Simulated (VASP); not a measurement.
# Au (P-1) in VASP: single point with PBE

Aim: the single point of Au with PBE.

Program: VASP 6.6.1. These are calculated values, not measurements. Logs are shortened: lines on timing, memory, paths and dates and some standing lists are left out, and cuts for length are marked.

### Step 1. The cell of the first run

The typed cell holds 2 atoms: a = 4.214 Å, b = 5.960 Å, c = 2.969 Å, α = 59.82°, β = 135.66°, γ = 90.00°.

### Step 2. Single point, PBE

Input file INCAR:

```
SYSTEM = Au
PREC = Accurate
ENCUT = 520
EDIFF = 1E-7
ISMEAR = 0
SIGMA = 0.1
LREAL = .False.
LASPH = .True.
NELM = 60
ALGO = Fast
ISIF = 2
LWAVE = .False.
LCHARG = .False.
GGA = PE
NBANDS = 18
```

Input file KPOINTS:

```
regular mesh
0
Gamma
  8 6 23
  0 0 0
```

Input file POSCAR:

```
Au
1.0
    4.2141369761      0.0000117233     -0.0242139141
    0.0000165792      5.9597852503      0.0057708567
   -2.1153756098      1.4913410941      1.4555028431
Au
2
Direct
    0.0000000000      0.5000000000      0.0000000000
    0.0000000000      0.0000000000      0.0000000000
```

Potentials or basis: VASP PAW PBE potentials, release 64 (Au).

The run is started by

```bash
$ cat potpaw_PBE.64/Au/POTCAR > POTCAR
$ mpirun -np 1 vasp_std > vasp.out
```

OUTCAR:

```text
SYSTEM = Au
   PREC = Accurate
   ENCUT = 520
   EDIFF = 1E-7
   ISMEAR = 0
   LREAL = .False.
   LASPH = .True.
   NELM = 60
   ISIF = 2
   GGA = PE

 ion  position               nearest neighbor table
   1  0.000  0.500  0.000-   2 2.94   2 2.94   2 2.97   2 2.97   2 2.98   2 2.98
   2  0.000  0.000  0.000-   1 2.94   1 2.94   1 2.97   1 2.97   1 2.98   1 2.98

  LATTYP: Found a triclinic cell.
 ALAT       =     4.1509403439
 B/A-ratio  =     0.7153585928
 C/A-ratio  =     1.2411761484
 COS(alpha) =     0.0051662634
 COS(beta)  =     0.4258789576
 COS(gamma) =     0.7046244214

  Lattice vectors:

 A1 = (   0.0166142435,  -2.9826939115,  -2.8867917721)
 A2 = (   2.1153756098,  -1.4913410941,  -1.4555028431)
 A3 = (  -2.1153921890,  -4.4684441562,   1.4497319864)

Analysis of symmetry for initial positions (statically):
=====================================================================
 Subroutine PRICEL returns following result:

  LATTYP: Found a triclinic cell.
 ALAT       =     5.1433185749
 B/A-ratio  =     0.5793718547
 C/A-ratio  =     1.7258704029
 COS(alpha) =     0.0006301578
 COS(beta)  =     0.4760263916
 COS(gamma) =     0.8696015674

  Lattice vectors:

 A1 = (  -2.0987696559,  -4.4712454426,  -1.4341743573)
 A2 = (  -0.0000082896,  -2.9798926252,  -0.0028854283)
 A3 = (  -8.4116514191,  -0.0028247329,  -2.8354785156)

   2 primitive cells build up your supercell.

 Routine SETGRP: Setting up the symmetry group for a
 triclinic supercell.

 Subroutine GETGRP returns: Found  2 space group operations
 (whereof  2 operations were pure point group operations)
 out of a pool of  2 trial point group operations.

The static configuration has the point symmetry S_2 .

Analysis of symmetry for dynamics (positions and initial velocities):
=====================================================================
 Subroutine PRICEL returns following result:

  LATTYP: Found a triclinic cell.
 ALAT       =     5.1433185749
 B/A-ratio  =     0.5793718547
 C/A-ratio  =     1.7258704029
 COS(alpha) =     0.0006301578
 COS(beta)  =     0.4760263916
 COS(gamma) =     0.8696015674

  Lattice vectors:

 A1 = (  -2.0987696559,  -4.4712454426,  -1.4341743573)
 A2 = (  -0.0000082896,  -2.9798926252,  -0.0028854283)
 A3 = (  -8.4116514191,  -0.0028247329,  -2.8354785156)

   2 primitive cells build up your supercell.

 Routine SETGRP: Setting up the symmetry group for a
 triclinic supercell.

 Subroutine GETGRP returns: Found  2 space group operations
 (whereof  2 operations were pure point group operations)
 out of a pool of  2 trial point group operations.

The dynamic configuration has the point symmetry S_2 .

 Subroutine INISYM returns: Found  2 space group operations
 (whereof  2 operations are pure point group operations),
 and found     2 'primitive' translations

----------------------------------------------------------------------------------------

                                     Primitive cell

  volume of cell :      18.1070

  direct lattice vectors                    reciprocal lattice vectors
    -2.098769656 -4.471245443 -1.434174357     0.466638889  0.001339137 -1.384319238
    -0.000008290 -2.979892625 -0.002885428    -0.699955527 -0.337591583  2.076804841
    -8.411651419 -0.002824733 -2.835478516    -0.235311907 -0.000333792  0.345395910

  length of vectors
     5.143318575  2.979894022  8.876701301     1.460853654  2.217436395  0.417935569

  position of ions in fractional coordinates (direct lattice)
     1.000000000  0.000000000  0.000000000

  ion indices of the primitive-cell ions
   primitive index   ion index
                 1           1

----------------------------------------------------------------------------------------

 KPOINTS: regular mesh

Automatic generation of k-mesh.
 Grid dimensions read from file:
 generate k-points for:    8    6   23

 Generating k-lattice:

  Cartesian coordinates                     Fractional coordinates (reciprocal lattice)
     0.029912104 -0.000042220  0.043516439     0.125000000  0.000000000  0.000000000
    -0.000166272  0.027993221 -0.028924141    -0.000000000  0.166666667  0.000000000
     0.000173258 -0.000029198  0.030153366    -0.000000000  0.000000000  0.043478261

  Length of vectors
     0.052805456  0.040252379  0.030153878

  Shift w.r.t. Gamma in fractional coordinates (k-lattice)
     0.000000000  0.000000000  0.000000000

 Subroutine IBZKPT returns following result:
 ===========================================

 Found    554 irreducible k-points:

 Following reciprocal coordinates:
            Coordinates               Weight
  0.000000  0.000000  0.000000      1.000000
  0.125000 -0.000000  0.000000      2.000000
  0.250000 -0.000000  0.000000      2.000000
  0.375000 -0.000000 -0.000000      2.000000
  0.500000 -0.000000  0.000000      1.000000
 -0.000000  0.166667  0.000000      2.000000
[... 16 lines left out ...]
  0.125000  0.500000  0.000000      2.000000
  0.250000  0.500000  0.000000      2.000000
 [... further k-points ...]
   k-points           NKPTS =    554   k-points in BZ     NKDIM =    554   number of bands    NBANDS=     18
   number of dos      NEDOS =    301   number of ions     NIONS =      2
   total plane-waves  NPLWV =  36864
   dimension x,y,z NGX =    32 NGY =   48 NGZ =   24
   dimension x,y,z NGXF=    64 NGYF=   96 NGZF=   48
   ions per type =               2
   NGX,Y,Z   is equivalent  to a cutoff of  12.62, 13.39, 13.44 a.u.
   NGXF,Y,Z  is equivalent  to a cutoff of  25.25, 26.78, 26.87 a.u.
 SYSTEM =  Au
   PREC   = accura    normal or accurate (medium, high low for compatibility)
   ISTART =      0    job   : 0-new  1-cont  2-samecut
   ICHARG =      2    charge: 1-file 2-atom 10-const
   ISPIN  =      1    spin polarized calculation?
   LNONCOLLINEAR =      F non collinear calculations
   LSORBIT =      F    spin-orbit coupling
   LASPH  =      T    aspherical Exc in radial PAW
   ENCUT  =  520.0 eV  38.22 Ry    6.18 a.u.   7.84 11.08  5.52*2*pi/ulx,y,z
   NELM   =     60;   NELMIN=  2; NELMDL= -5     # of ELM steps
   EDIFF  = 0.1E-06   stopping-criterion for ELM
   LREAL  =      F    real-space projection
   EDIFFG = 0.1E-05   stopping-criterion for IOM
   NSW    =      0    number of steps for IOM
   IBRION =     -1    ionic relax: 0-MD 1-quasi-New 2-CG
   NFREE  =      0    steps in history (QN), initial steepest desc. (CG)
   ISIF   =      2    stress and relaxation
   ISYM   =      2    0-nonsym 1-usesym 2-fastsym
   POTIM  = 0.5000    time-step for ionic-motion
   TEBEG  =    0.0;   TEEND  =   0.0 temperature during run
   PSTRESS=    0.0 pullay stress
   NELECT =      22.0000    total number of electrons
   NUPDOWN=      -1.0000    fix difference up-down
   EMIN   =  10.00;   EMAX   =-10.00  energy-range for DOS
   EFERMI =   0.00;   METHOD = LEGACY
   ISMEAR =     0;   SIGMA  =   0.10  broadening in eV -4-tet -1-fermi 0-gaus
   EFERMI_NEDOS =   21; number of points for ismear=-14 and -15
   IALGO  =     68    algorithm
   IMIX   =      4    mixing-type and parameters
     AMIX     =   0.40;   BMIX     =  1.00
     AMIX_MAG =   1.60;   BMIX_MAG =  1.00
  volume/ion in A,a.u.               =      18.11       122.19
  Fermi-wavevector in a.u.,A,eV,Ry     =   1.386513  2.620129 26.156077  1.922417
  Thomas-Fermi vector in A             =   2.510821
   LORBIT       =      0    0 simple, 1 ext, 2 COOP (PROOUT), +10 PAW based schemes
   GGA     = PE    functional components
   LHFCALC =     F    Hartree Fock is set to
   AEXX    =    0.0000 exact exchange contribution
   IVDW    =     0    specifies the selected vdW correction
   LEPSILON=     F    determine dielectric tensor
   LRPA    =     F    only Hartree local field effects (RPA)
 non-spin polarized calculation
 RMM-DIIS sequential band-by-band and
 Gauss-broadening in eV      SIGMA  =   0.10
  energy-cutoff  :      520.00
  volume of cell :       36.21
 maximum number of plane-waves:       993
   NGX = 15   NGY = 23   NGZ = 11

 number of electron      21.9999999 magnetization

 Free energy of the ion-electron system (eV)
  ---------------------------------------------------
  ext. energy  EPLUGINS =         0.00000000
  ---------------------------------------------------
  free energy    TOTEN  =        -6.43776879 eV

  energy without entropy =       -6.43484022  energy(sigma->0) =       -6.43630451

 E-fermi :   8.4891     XC(G=0): -12.3550

 val. band max:        8.4886846717   @ k =  -0.1250   0.5000   0.1739
 cond. band min:       8.5031474167   @ k =  -0.3750   0.1667   0.4783
 fundamental gap:      0.0144627450
 Fermi energy:         8.4890636739

 k-point     1 :       0.0000    0.0000    0.0000
  band No.  band energies     occupation
      1      -0.7366      2.00000
      2       1.9820      2.00000
      3       2.2606      2.00000
      4       3.9940      2.00000
      5       4.0260      2.00000
      6       4.3074      2.00000
[... 10 lines left out ...]
     17      24.9598      0.00000
     18      26.2972      0.00000

 k-point     2 :       0.1250   -0.0000    0.0000
  band No.  band energies     occupation
      1      -0.2083      2.00000
      2       2.2464      2.00000
      3       2.5253      2.00000
      4       4.0465      2.00000
      5       4.2006      2.00000
      6       4.2910      2.00000
[... 10 lines left out ...]
     17      24.4677      0.00000
     18      25.5674      0.00000

 k-point     3 :       0.2500   -0.0000    0.0000
  band No.  band energies     occupation
      1       1.0680      2.00000
      2       2.5874      2.00000
      3       3.3782      2.00000
      4       4.0593      2.00000
      5       4.3571      2.00000
      6       4.4209      2.00000
[... 10 lines left out ...]
     17      23.9768      0.00000
     18      24.8350      0.00000

 k-point     4 :       0.3750   -0.0000   -0.0000
  band No.  band energies     occupation
      1       1.7551      2.00000
      2       2.0514      2.00000
      3       3.9623      2.00000
      4       4.1527      2.00000
      5       4.2140      2.00000
      6       4.3051      2.00000
[... 375 lines left out ...]
      4       3.1330      2.00000
      5       4.7834      2.00000
      6       4.7834      2.00000
[... 10 lines left out ...]
     17      24.2305      0.00000
     18      24.2320      0.00000

 k-point    23 :       0.1250    0.5000    0.0000
  band No.  band energies     occupation
      1       0.9430      2.00000
      2       2.3339      2.00000
      3       2.9532      2.00000
      4       3.5641      2.00000
      5       4.4050      2.00000
      6       4.6208      2.00000
[... 10 lines left out ...]
     17      24.2471      0.00000
     18      24.9568      0.00000

 k-point    24 :       0.2500    0.5000    0.0000
  band No.  band energies     occupation
      1       0.9197      2.00000
      2       2.5212      2.00000
      3       3.3485      2.00000
      4       3.9812      2.00000
      5       4.1644      2.00000
      6       4.5285      2.00000
[... 10 lines left out ...]
     17      24.0220      0.00000
     18      24.6755      0.00000

 [... further k-points ...]

------------------------ aborting loop because EDIFF is reached ----------------------------------------

  FORCE on cell =-STRESS in cart. coord.  units (eV):
  Direction    XX          YY          ZZ          XY          YZ          ZX
  --------------------------------------------------------------------------------------
  -------------------------------------------------------------------------------------
  Total       -0.3541125     -0.3320036     -0.0547621      0.0162770      0.0035143      0.0018764
  in kB      -15.6666522    -14.6885120     -2.4227862      0.7201280      0.1554783      0.0830157
  external PRESSURE =     -10.9259835 kB  Pullay stress =       0.0000000 kB

 VOLUME and BASIS-vectors are now :
 -----------------------------------------------------------------------------
  energy-cutoff  :      520.00
  volume of cell :       36.21
      direct lattice vectors                 reciprocal lattice vectors
     4.214136976  0.000011723 -0.024213914     0.239296833 -0.000337761  0.348131508
     0.000016579  5.959785250  0.005770857    -0.000997635  0.167959327 -0.173544847
    -2.115375610  1.491341094  1.455502843     0.003984925 -0.000671553  0.693527418

 POSITION                                       TOTAL-FORCE (eV/Angst)
 -----------------------------------------------------------------------------------
      0.00001      2.97989      0.00289         0.000000     -0.000000     -0.000000
      0.00000      0.00000      0.00000        -0.000000      0.000000      0.000000
 -----------------------------------------------------------------------------------
    total drift:                                0.000000      0.000000     -0.000000

  FREE ENERGIE OF THE ION-ELECTRON SYSTEM (eV)
  ---------------------------------------------------
  free  energy   TOTEN  =        -6.4377687939 eV

  energy  without entropy=       -6.4348402165  energy(sigma->0) =       -6.43630451
```

Run time: 9.3 min. Hardware: 1 thread of AMD EPYC 7R13 (Zen 3), shared host; peak memory 0.39 GiB.

What came out:

- Free energy: -6.4378 eV
- Pressure: -1.1 GPa
- Band gap on the k mesh: zero (bands 11 and 12 overlap by 6.65 eV)

Levels at points of the mesh, in eV from the Fermi level:
| k point | band 8 | band 9 | band 10 | band 11 | band 12 | band 13 | band 14 | band 15 |
| --- | --- | --- | --- | --- | --- | --- | --- | --- |
| (0.00, 0.00, 0.00) | -2.93 | -2.00 | -1.70 | -1.57 | 1.31 | 5.46 | 9.60 | 9.88 |
| (0.50, 0.00, 0.00) | -1.98 | -1.92 | -1.82 | -0.78 | -0.50 | 2.56 | 3.09 | 13.85 |
| (0.00, 0.50, 0.00) | -3.31 | -3.25 | -3.25 | -2.54 | -2.54 | 14.12 | 14.12 | 14.35 |
| (0.50, 0.50, 0.00) | -3.58 | -3.05 | -3.05 | -0.33 | -0.33 | 8.26 | 8.26 | 10.04 |

Caveat: spin-orbit coupling is left out, which moves the levels of the heavy elements.
